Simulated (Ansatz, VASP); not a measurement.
**Pd in VASP and in Ansatz**

```
Pd
1.0
     4.59752    0.00000    0.00000
    -2.29876    3.98157    0.00000
     0.00000    0.00000    2.72668
Pd
3
Direct
  0.00000 0.00000 0.00000
  0.33333 0.66667 0.50000
  0.66667 0.33333 0.50000
```

Alike in both runs: task single point; functional revPBE; k mesh 9 × 9 × 13; occupations fermi-dirac, width 0.05 eV; collinear spin.

|  | VASP | Ansatz |
| --- | --- | --- |
| version | VASP 6.6.1 | Ansatz 0.2.0 |
| potentials or method | VASP PAW PBE potentials, release 64 (Pd), cutoff 520 eV | plane waves (420 eV) with PAW, scalar-relativistic |
| valence electrons in the cell | 30 | 54 |

|  | VASP | Ansatz | Ansatz less VASP |
| --- | --- | --- | --- |
| pressure (GPa) | -5.1 | -4.9 | +0.22 |
| traceless stress, the component that is largest in VASP (GPa) | 0.41 | 0.38 | -0.028 |
| net moment per atom (μB) | 0.19 | 0.19 | -0.001 |
| size of the moment on the site where the two differ most (μB) | 0.18 | 0.19 | +0.002 |

VASP's potentials were made for PBE, not for revPBE. Site moments also hang on the region over which each program counts them. With one functional, cell and mesh, what is left measures potentials, basis and numerics. VASP's potentials hold 30 valence electrons a cell and Ansatz's 54, so a difference there can come from the potentials and not from the codes.
